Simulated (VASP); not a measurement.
Set up this calculation in VASP 6.6.1, as the native input.

| Property | Result |
| --- | --- |
| Task | relaxation of cell and atoms |
| Functional | r2SCAN |
| Potentials or basis | VASP PAW PBE potentials, release 64 (Ti_sv, Al) |
| Cutoff | 600 eV |
| k mesh | 8 × 8 × 8 |
| Occupations | fermi-dirac, width 0.05 eV |
| Spin | no spin polarisation |
| Dipole correction | no |
| Further INCAR settings | ALGO = Normal; EDIFF = 1e-07; IBRION = 2; EDIFFG = -0.01; NSW = 60; ISIF = 3 |

TiAl:

```xyz
2
Lattice="3.1791 0.0000 0.0000 0.0000 3.1791 0.0000 0.0000 0.0000 3.1791" Properties=species:S:1:pos:R:3 pbc="T T T"
Ti    0.0000    0.0000    0.0000
Al    1.5895    1.5895    1.5895
```

One way to write it, as run:

POSCAR

```
TiAl
1.0
    3.1790640000      0.0000000000      0.0000000000
    0.0000000000      3.1790640000      0.0000000000
    0.0000000000      0.0000000000      3.1790640000
Ti Al
1 1
Direct
    0.0000000000      0.0000000000      0.0000000000
    0.5000000000      0.5000000000      0.5000000000
```

INCAR.step1

```
SYSTEM = TiAl
PREC = Accurate ; ENCUT = 600
ISMEAR = -1 ; SIGMA = 0.05
LREAL = .False. ; LASPH = .True.
NELM = 100 ; GGA = PE
ALGO = Normal ; EDIFF = 1E-4
LWAVE = .True. ; LCHARG = .False.
```

INCAR.step2

```
SYSTEM = TiAl
PREC = Accurate ; ENCUT = 600
EDIFF = 1E-7 ; ISMEAR = -1
SIGMA = 0.05 ; LREAL = .False.
LASPH = .True. ; NELM = 100
ALGO = Normal ; ISIF = 3
LWAVE = .False. ; LCHARG = .False.
METAGGA = R2SCAN ; LMIXTAU = .True.
IBRION = 2 ; NSW = 60
EDIFFG = -0.01 ; ISTART = 1
```

KPOINTS

```
regular mesh
0
Gamma
  8 8 8
  0 0 0
```

Potentials or basis: VASP PAW PBE potentials, release 64 (Ti_sv, Al).

Run with:

```sh
$ cat potpaw_PBE.64/Ti_sv/POTCAR potpaw_PBE.64/Al/POTCAR > POTCAR
$ cp INCAR.step1 INCAR
$ mpirun -np 1 vasp_std > vasp.out
$ cp INCAR.step2 INCAR
$ mpirun -np 1 vasp_std > vasp.out
```

Results of the run:

```yaml
Relaxed_volume: 15.99 Å³/atom
Relaxed_cell: a = 3.174 Å, b = 3.174 Å, c = 3.174 Å, α = 90.00°, β = 90.00°, γ = 90.00°
Space_group_after_relaxing_to_0.1_Å: Pm-3m (No. 221)
Energy_gained_by_relaxing: 0.1 meV/atom
Ionic_steps: 3
Pressure_after_relaxing: 0.0 GPa
Band_gap_on_the_k_mesh: zero (an odd number of electrons rules out a gap without spin polarisation)
```

Caveat: the PAW data sets were made with another functional, which shifts forces and pressure a little.

Run time: 3.7 min on 1 thread of Intel Xeon 8259CL, on a shared host, peak memory 0.17 GiB.
